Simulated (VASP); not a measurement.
# Be (P2_12_12) in VASP: relaxation of cell and atoms with PBE+D3(BJ)

Aim: the relaxation of cell and atoms of Be with PBE+D3(BJ).

Program: VASP 6.6.1. These are calculated values, not measurements. Logs are shortened: lines on timing, memory, paths and dates and some standing lists are left out, and cuts for length are marked.

## 1. The cell of the first run

Symmetry: P2_12_12, No. 18, orthorhombic system. The conventional cell has a = 2.168 Å, b = 3.755 Å, c = 3.416 Å, α = 90.00°, β = 90.00°, γ = 90.00°. Within 2.2 Å of Be (site symmetry 1) lie 6 Be at 1.54 to 2.17 Å.

## 2. Relaxation of cell and atoms, PBE+D3(BJ)

The input, INCAR:

```
SYSTEM = Be
PREC     = Accurate       ! precision mode
ENCUT    = 600            ! plane-wave cutoff, eV
EDIFF    = 1E-6           ! SCF threshold, eV
ISMEAR   = 0              ! smearing method
SIGMA    = 0.1            ! smearing width, eV
LREAL    = .FALSE.        ! projectors in reciprocal space
LASPH    = .TRUE.         ! aspherical terms in the spheres
NELM     = 100            ! most SCF steps
ALGO     = Normal         ! electronic algorithm
ISIF     = 3              ! what is computed and relaxed
LWAVE    = .FALSE.        ! write WAVECAR
LCHARG   = .FALSE.        ! write CHGCAR
GGA      = PE             ! functional
IVDW     = 12             ! dispersion correction
IBRION   = 2              ! ionic algorithm
NSW      = 100            ! ionic steps
EDIFFG   = -0.05          ! ionic threshold
```

The input, KPOINTS:

```
Automatic mesh
0
G
  10 6 6
  0 0 0
```

The input, POSCAR:

```
Be
1.0
    2.1680000000      0.0000000000      0.0000000000
    0.0000000000      3.7550000000      0.0000000000
    0.0000000000      0.0000000000      3.4160000000
Be
4
Direct
    0.6700000000      0.8200000000      0.7000000000
    0.3300000000      0.1800000000      0.7000000000
    0.1700000000      0.6800000000      0.3000000000
    0.8300000000      0.3200000000      0.3000000000
```

Potentials or basis: VASP PAW PBE potentials, release 64 (Be).

Command:

```sh
> cat potpaw_PBE.64/Be/POTCAR > POTCAR
> mpirun -np 1 vasp_std > vasp.out
```

OUTCAR:

```text
SYSTEM = Be
   PREC = Accurate
   ENCUT = 600
   EDIFF = 1E-6
   ISMEAR = 0
   LREAL = .FALSE.
   LASPH = .TRUE.
   NELM = 100
   ISIF = 3
   GGA = PE
   IVDW = 12
   IBRION = 2
   NSW = 100
   EDIFFG = -0.05
 IVDW          = 12

 ion  position               nearest neighbor table
   1  0.670  0.820  0.700-   2 1.54   3 1.82   3 1.82   2 1.97   4 2.35   4 2.35   3 2.38   3 2.38

   2  0.330  0.180  0.700-   1 1.54   4 1.82   4 1.82   1 1.97   3 2.35   3 2.35   4 2.38   4 2.38

   3  0.170  0.680  0.300-   4 1.54   1 1.82   1 1.82   4 1.97   2 2.35   2 2.35   1 2.38   1 2.38

   4  0.830  0.320  0.300-   3 1.54   2 1.82   2 1.82   3 1.97   1 2.35   1 2.35   2 2.38   2 2.38

  LATTYP: Found a simple orthorhombic cell.
 ALAT       =     2.1680000000
 B/A-ratio  =     1.5756457565
 C/A-ratio  =     1.7320110701

  Lattice vectors:

 A1 = (  -2.1680000000,   0.0000000000,   0.0000000000)
 A2 = (   0.0000000000,   0.0000000000,   3.4160000000)
 A3 = (   0.0000000000,   3.7550000000,   0.0000000000)

Analysis of symmetry for initial positions (statically):
=====================================================================
 Subroutine PRICEL returns:
 Original cell was already a primitive cell.

 Routine SETGRP: Setting up the symmetry group for a
 simple orthorhombic supercell.

 Subroutine GETGRP returns: Found  4 space group operations
 (whereof  2 operations were pure point group operations)
 out of a pool of  8 trial point group operations.

The static configuration has the point symmetry C_2 .
 The point group associated with its full space group is D_2 .

Analysis of symmetry for dynamics (positions and initial velocities):
=====================================================================
 Subroutine PRICEL returns:
 Original cell was already a primitive cell.

 Routine SETGRP: Setting up the symmetry group for a
 simple orthorhombic supercell.

 Subroutine GETGRP returns: Found  4 space group operations
 (whereof  2 operations were pure point group operations)
 out of a pool of  8 trial point group operations.

The dynamic configuration has the point symmetry C_2 .
 The point group associated with its full space group is D_2 .

 Subroutine INISYM returns: Found  4 space group operations
 (whereof  2 operations are pure point group operations),
 and found     1 'primitive' translations

----------------------------------------------------------------------------------------

                                     Primitive cell

  volume of cell :      27.8091

  direct lattice vectors                    reciprocal lattice vectors
     2.168000000  0.000000000  0.000000000     0.461254613  0.000000000  0.000000000
     0.000000000  3.755000000  0.000000000     0.000000000  0.266311585  0.000000000
     0.000000000  0.000000000  3.416000000     0.000000000  0.000000000  0.292740047

  length of vectors
     2.168000000  3.755000000  3.416000000     0.461254613  0.266311585  0.292740047

  position of ions in fractional coordinates (direct lattice)
     0.670000000  0.820000000  0.700000000
     0.330000000  0.180000000  0.700000000
     0.170000000  0.680000000  0.300000000
     0.830000000  0.320000000  0.300000000

  ion indices of the primitive-cell ions
   primitive index   ion index
                 1           1
                 2           2
                 3           3
                 4           4

----------------------------------------------------------------------------------------

 KPOINTS: Automatic mesh

Automatic generation of k-mesh.
 Grid dimensions read from file:
 generate k-points for:   10    6    6

 Generating k-lattice:

  Cartesian coordinates                     Fractional coordinates (reciprocal lattice)
     0.046125461  0.000000000  0.000000000     0.100000000  0.000000000  0.000000000
     0.000000000  0.044385264  0.000000000     0.000000000  0.166666667  0.000000000
     0.000000000  0.000000000  0.048790008     0.000000000  0.000000000  0.166666667

  Length of vectors
     0.046125461  0.044385264  0.048790008

  Shift w.r.t. Gamma in fractional coordinates (k-lattice)
     0.000000000  0.000000000  0.000000000

 Subroutine IBZKPT returns following result:
 ===========================================

 Found     96 irreducible k-points:

 Following reciprocal coordinates:
            Coordinates               Weight
  0.000000  0.000000  0.000000      1.000000
  0.100000  0.000000  0.000000      2.000000
  0.200000  0.000000  0.000000      2.000000
  0.300000  0.000000  0.000000      2.000000
  0.400000  0.000000  0.000000      2.000000
  0.500000  0.000000  0.000000      1.000000
[... 16 lines left out ...]
  0.400000  0.500000  0.000000      2.000000
  0.500000  0.500000  0.000000      1.000000
 [... further k-points ...]
   k-points           NKPTS =     96   k-points in BZ     NKDIM =     96   number of bands    NBANDS=      8
   number of dos      NEDOS =    301   number of ions     NIONS =      4
   total plane-waves  NPLWV =  15120
   dimension x,y,z NGX =    18 NGY =   30 NGZ =   28
   dimension x,y,z NGXF=    36 NGYF=   60 NGZF=   56
   ions per type =               4
   NGX,Y,Z   is equivalent  to a cutoff of  13.80, 13.28, 13.63 a.u.
   NGXF,Y,Z  is equivalent  to a cutoff of  27.61, 26.56, 27.25 a.u.
 SYSTEM =  Be
   PREC   = accura    normal or accurate (medium, high low for compatibility)
   ISTART =      0    job   : 0-new  1-cont  2-samecut
   ICHARG =      2    charge: 1-file 2-atom 10-const
   ISPIN  =      1    spin polarized calculation?
   LNONCOLLINEAR =      F non collinear calculations
   LSORBIT =      F    spin-orbit coupling
   LASPH  =      T    aspherical Exc in radial PAW
   ENCUT  =  600.0 eV  44.10 Ry    6.64 a.u.   4.33  7.50  6.82*2*pi/ulx,y,z
   NELM   =    100;   NELMIN=  2; NELMDL= -5     # of ELM steps
   EDIFF  = 0.1E-05   stopping-criterion for ELM
   LREAL  =      F    real-space projection
   EDIFFG = -.5E-01   stopping-criterion for IOM
   NSW    =    100    number of steps for IOM
   IBRION =      2    ionic relax: 0-MD 1-quasi-New 2-CG
   NFREE  =      1    steps in history (QN), initial steepest desc. (CG)
   ISIF   =      3    stress and relaxation
   ISYM   =      2    0-nonsym 1-usesym 2-fastsym
   POTIM  = 0.5000    time-step for ionic-motion
   TEBEG  =    0.0;   TEEND  =   0.0 temperature during run
   PSTRESS=    0.0 pullay stress
   NELECT =       8.0000    total number of electrons
   NUPDOWN=      -1.0000    fix difference up-down
   EMIN   =  10.00;   EMAX   =-10.00  energy-range for DOS
   EFERMI =   0.00;   METHOD = LEGACY
   ISMEAR =     0;   SIGMA  =   0.10  broadening in eV -4-tet -1-fermi 0-gaus
   EFERMI_NEDOS =   21; number of points for ismear=-14 and -15
   IALGO  =     38    algorithm
   IMIX   =      4    mixing-type and parameters
     AMIX     =   0.40;   BMIX     =  1.00
     AMIX_MAG =   1.60;   BMIX_MAG =  1.00
  volume/ion in A,a.u.               =       6.95        46.92
  Fermi-wavevector in a.u.,A,eV,Ry     =   1.080710  2.042246 15.890705  1.167934
  Thomas-Fermi vector in A             =   2.216708
   LORBIT       =      0    0 simple, 1 ext, 2 COOP (PROOUT), +10 PAW based schemes
   GGA     = PE    functional components
   LHFCALC =     F    Hartree Fock is set to
   AEXX    =    0.0000 exact exchange contribution
   IVDW    =    12    specifies the selected vdW correction
   LEPSILON=     F    determine dielectric tensor
   LRPA    =     F    only Hartree local field effects (RPA)
 conjugate gradient relaxation of ions
 non-spin polarized calculation
 Gauss-broadening in eV      SIGMA  =   0.10
  energy-cutoff  :      600.00
  volume of cell :       27.81
 maximum number of plane-waves:       950
 NGX is ok and might be reduce to    18
   NGX =  9   NGY = 15   NGZ = 13

--------------------------------------- Ionic step        1  -------------------------------------------

 number of electron       8.0000000 magnetization

 Free energy of the ion-electron system (eV)
  ---------------------------------------------------
  ext. energy  EPLUGINS =         0.00000000
  ---------------------------------------------------
  free energy    TOTEN  =        -9.74373482 eV

  energy without entropy =       -9.74107983  energy(sigma->0) =       -9.74240732

------------------------ aborting loop because EDIFF is reached ----------------------------------------

 Edisp (eV)   -1.62367

 E8    (eV) :    -0.5640
[... 33 lines left out ...]
--------------------------------------- Ionic step        2  -------------------------------------------

 number of electron       8.0000000 magnetization

 E-fermi :   5.2298     XC(G=0):  -9.9869

 val. band max:        5.1711999035   @ k =   0.0000   0.1667   0.3333
 cond. band min:       5.2918576730   @ k =   0.3000   0.3333   0.0000
 fundamental gap:      0.1206577695
 Fermi energy:         5.2297889475

 k-point     1 :       0.0000    0.0000    0.0000
  band No.  band energies     occupation
      1      -4.7423      2.00000
      2       0.4334      2.00000
      3       2.3855      2.00000
      4       2.9986      2.00000
      5       7.2023      0.00000
      6       7.5255      0.00000
      7       9.9167      0.00000
      8      13.2290      0.00000
[... 243 lines left out ...]
 k-point    24 :       0.5000    0.5000    0.0000
  band No.  band energies     occupation
      1       1.6246      2.00000
      2       1.6246      2.00000
      3       1.6277      2.00000
      4       1.6277      2.00000
      5      10.2158      0.00000
      6      10.2158      0.00000
      7      10.2225      0.00000
      8      10.2225      0.00000

 [... further k-points ...]

------------------------ aborting loop because EDIFF is reached ----------------------------------------

 Edisp (eV)   -1.17168

 E8    (eV) :    -0.4047
[... 69 lines left out ...]
  FREE ENERGIE OF THE ION-ELECTRON SYSTEM (eV)
  ---------------------------------------------------
  free  energy   TOTEN  =       -15.3861061791 eV

  energy  without entropy=      -15.3845988425  energy(sigma->0) =      -15.38535251

[... ionic steps 4 to 8 ...]

--------------------------------------- Ionic step        9  -------------------------------------------

 number of electron       8.0000000 magnetization

------------------------ aborting loop because EDIFF is reached ----------------------------------------
[... 79 lines left out ...]
--------------------------------------- Ionic step       11  -------------------------------------------

 number of electron       8.0000000 magnetization

 Free energy of the ion-electron system (eV)
  ---------------------------------------------------
  ext. energy  EPLUGINS =         0.00000000
  ---------------------------------------------------
  free energy    TOTEN  =       -14.59116944 eV

  energy without entropy =      -14.58828441  energy(sigma->0) =      -14.58972692

 E-fermi :   8.4313     XC(G=0): -10.8465

 val. band max:        8.4097426822   @ k =   0.3000   0.0000   0.1667
 cond. band min:       8.5670127283   @ k =   0.2000   0.5000   0.0000
 fundamental gap:      0.1572700460
 Fermi energy:         8.4313216436

 k-point     1 :       0.0000    0.0000    0.0000
  band No.  band energies     occupation
      1      -4.1248      2.00000
      2       2.7085      2.00000
      3       2.7129      2.00000
      4       8.5708      0.04857
      5       8.5790      0.03678
      6      11.8902      0.00000
      7      11.8951      0.00000
      8      14.3847      0.00000
[... 243 lines left out ...]
 k-point    24 :       0.5000    0.5000    0.0000
  band No.  band energies     occupation
      1       2.8285      2.00000
      2       2.8285      2.00000
      3       2.8285      2.00000
      4       2.8285      2.00000
      5      12.1043      0.00000
      6      12.1043      0.00000
      7      12.1043      0.00000
      8      12.1043      0.00000

 [... further k-points ...]

------------------------ aborting loop because EDIFF is reached ----------------------------------------

 Edisp (eV)   -1.52768

 E8    (eV) :    -0.5296
[... 27 lines left out ...]
  FREE ENERGIE OF THE ION-ELECTRON SYSTEM (eV)
  ---------------------------------------------------
  free  energy   TOTEN  =       -16.1188455602 eV

  energy  without entropy=      -16.1159605239  energy(sigma->0) =      -16.11740304

 reached required accuracy - stopping structural energy minimisation
```

Wall time 69 s (1 thread of AMD EPYC 9R45 (Zen 5), shared host); peak memory 0.13 GiB.

Results:

```yaml
Free_energy: -16.1188 eV
Relaxed_volume: 7.37 Å³/atom
Relaxed_cell: a = 2.357 Å, b = 3.536 Å, c = 3.537 Å, α = 90.00°, β = 90.00°, γ = 90.00°
Space_group_after_relaxing_to_0.1_Å: I4/mmm (No. 139)
Energy_gained_by_relaxing: 1187.9 meV/atom
Ionic_steps: 11
Pressure_after_relaxing: -0.2 GPa
Largest_force_after_relaxing: 0.008 eV/Å
Band_gap_on_the_k_mesh: zero (bands 4 and 5 overlap by 1.15 eV)
Dispersion_energy_per_atom: -0.382 eV
```

Forces on the atoms (eV/Å):
```
Be  -0.004  0.000  0.008
Be   0.004  0.000  0.008
Be  -0.004  0.000 -0.008
Be   0.004  0.000 -0.008
```

Stress tensor (GPa, compression positive):
```
 0.08  0.00  0.00
 0.00 -0.23  0.00
 0.00  0.00 -0.34
```

The path:
```csv
step,energy change (eV),largest force (eV/Å),pressure (GPa),volume (Å³)
1,0.0000,7.6816,53.44,27.81
2,-3.8400,0.3306,-15.26,38.12
3,-4.0187,1.3313,-7.52,34.56
4,-4.0284,1.1419,-9.26,35.11
5,-4.4797,0.2337,-9.21,33.23
6,-4.5802,0.6871,-6.25,31.91
7,-4.7084,0.4198,-0.81,29.90
8,-4.7278,0.2731,2.97,28.87
9,-4.7499,0.0649,0.36,29.37
10,-4.7500,0.0801,0.19,29.40
11,-4.7514,0.0084,-0.16,29.47
```

Final structure:
```cif
data_structure
_symmetry_space_group_name_H-M 'P 1'
_symmetry_Int_Tables_number 1
_cell_length_a 2.3566
_cell_length_b 3.5355
_cell_length_c 3.5366
_cell_angle_alpha 90.000
_cell_angle_beta 90.000
_cell_angle_gamma 90.000
_cell_volume 29.47
loop_
_atom_site_label
_atom_site_type_symbol
_atom_site_fract_x
_atom_site_fract_y
_atom_site_fract_z
_atom_site_occupancy
Be1 Be 0.75012 0.75001 0.74988 1
Be2 Be 0.24988 0.24999 0.74988 1
Be3 Be 0.25012 0.74999 0.25012 1
Be4 Be 0.74988 0.25001 0.25012 1
```

The gap in the log of VASP goes by the Fermi energy; the results here count the filled bands.